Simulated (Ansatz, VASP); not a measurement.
BaTe: VASP beside Ansatz

File INCAR:

```
SYSTEM = BaTe
ALGO = Normal ; EDIFF = 1E-6
ENCUT = 520 ; GGA = PE
ISIF = 2 ; ISMEAR = -1
LASPH = .True. ; LCHARG = .False.
LREAL = .False. ; LWAVE = .False.
NBANDS = 15 ; NELM = 80
PREC = Accurate ; SIGMA = 0.05
```

KPOINTS

```
k-points
0
Gamma
  11 11 11
  0 0 0
```

The input POSCAR:

```
BaTe
1.0
    0.0000000000      3.8901738172      3.8901738172
    3.8901738172      0.0000000000      3.8901738172
    3.8901738172      3.8901738172      0.0000000000
Ba Te
1 1
Direct
    0.0000000000      0.0000000000      0.0000000000
    0.2500000000      0.2500000000      0.2500000000
```

Input for Ansatz:

```yaml
crystal:
  lattice:
    - [0.0, 3.8901738172, 3.8901738172]
    - [3.8901738172, 0.0, 3.8901738172]
    - [3.8901738172, 3.8901738172, 0.0]
  atoms:
    - { symbol: Ba, position: [0.0, 0.0, 0.0] }
    - { symbol: Te, position: [0.25, 0.25, 0.25] }
kpoints:
  mp_grid: { grid: [11, 11, 11] }
scf:
  occupations: { method: fermi_dirac, width: 0.05 }
hamiltonian:
  xc: pbe
  pseudopotentials: { kind: all_electron, lapw: { basis_error: 0.0005 } }
output:
  forces: true
  stress: true
  eigenvalues: true
```

Change from the starting cell: volume scaled by 0.98.

Alike in both runs: task single point; functional PBE; k mesh 11 × 11 × 11; occupations fermi-dirac, width 0.05 eV; no spin polarisation.

|  | VASP | Ansatz |
| --- | --- | --- |
| version | VASP 6.6.1 | Ansatz 0.2.0 |
| potentials or method | VASP PAW PBE potentials, release 64 (Ba_sv, Te), cutoff 520 eV | all-electron LAPW, scalar-relativistic |

VASP gave:

```
gap on the k mesh at the Fermi level (eV) : 2.62
pressure (GPa)                            : 0.6
```

Problem. Estimate Ansatz's values.

Solution. gap on the k mesh at the Fermi level (eV): 2.60; pressure (GPa): 0.4.

Ansatz ran all-electron here, and VASP with PAW potentials.

Neither program's run includes spin-orbit coupling.
